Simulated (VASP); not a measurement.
Crystal: Al5P2.

```
Al P
1.0
     5.76789    0.00000    0.00000
    -2.88395    4.99514    0.00000
     0.00000    0.00000    3.90988
Al P
5 2
Direct
  0.33333 0.66667 0.00000
  0.66667 0.33333 0.00000
  0.50000 0.00000 0.50000
  0.00000 0.50000 0.50000
  0.50000 0.50000 0.50000
  0.33333 0.66667 0.50000
  0.66667 0.33333 0.50000
```

The cell was built from a structure type or drawn by symmetry, and may not be a known phase.

```yaml
Program: VASP 6.6.1
Task: relaxation of cell and atoms
Functional: PBE
Potentials_or_basis: VASP PAW PBE potentials, release 64 (Al, P)
Cutoff: 500 eV
k_mesh: 3 × 3 × 4
Occupations: gaussian, width 0.2 eV
Spin: no spin polarisation
```

At the start: pressure 140.2 GPa; volume 16.09 Å³/atom.

**Question.** Where does the relaxation end?

**Answer.** Over 10 steps the energy falls by 5137.3 meV/atom and the volume is 42.78 Å³/atom (+165.9 %); space group P6/mmm (No. 191, to 0.1 Å) before and after.

Step by step:
| step | energy change (eV) | largest force (eV/Å) | pressure (GPa) | volume (Å³) |
| --- | --- | --- | --- | --- |
| 1 | 0.0000 | 0.0000 | 140.25 | 112.65 |
| 2 | -32.8489 | 0.0000 | -2.60 | 524.29 |
| 3 | -35.7556 | 0.0000 | 1.92 | 268.72 |
| 4 | -35.7135 | 0.0000 | -1.32 | 329.00 |
| 5 | -35.8936 | 0.0000 | -0.10 | 297.96 |
| 6 | -35.8960 | 0.0000 | 0.17 | 293.07 |
| 7 | -35.9135 | 0.0000 | 0.19 | 294.46 |
| 8 | -35.9570 | 0.0000 | 0.14 | 298.46 |
| 9 | -35.8377 | 0.0000 | -0.37 | 305.80 |
| 10 | -35.9613 | 0.0000 | 0.08 | 299.49 |

Final structure:
```xyz
7
Lattice="8.2576 0.0000 0.0000 -4.1288 7.1513 0.0000 0.0000 0.0000 5.0717" Properties=species:S:1:pos:R:3 pbc="T T T"
Al    0.0000    4.7675    0.0000
Al    4.1288    2.3838    0.0000
Al    4.1288    0.0000    2.5358
Al   -2.0644    3.5756    2.5358
Al    2.0644    3.5756    2.5358
P     0.0000    4.7675    2.5358
P     4.1288    2.3838    2.5358
```

Caveat: the k points lie up to 0.31 Å⁻¹ apart in the final cell, too coarse for converged energies and pressures of a metal; the volume moved by over 15 % at a fixed basis, so the end points are rough.
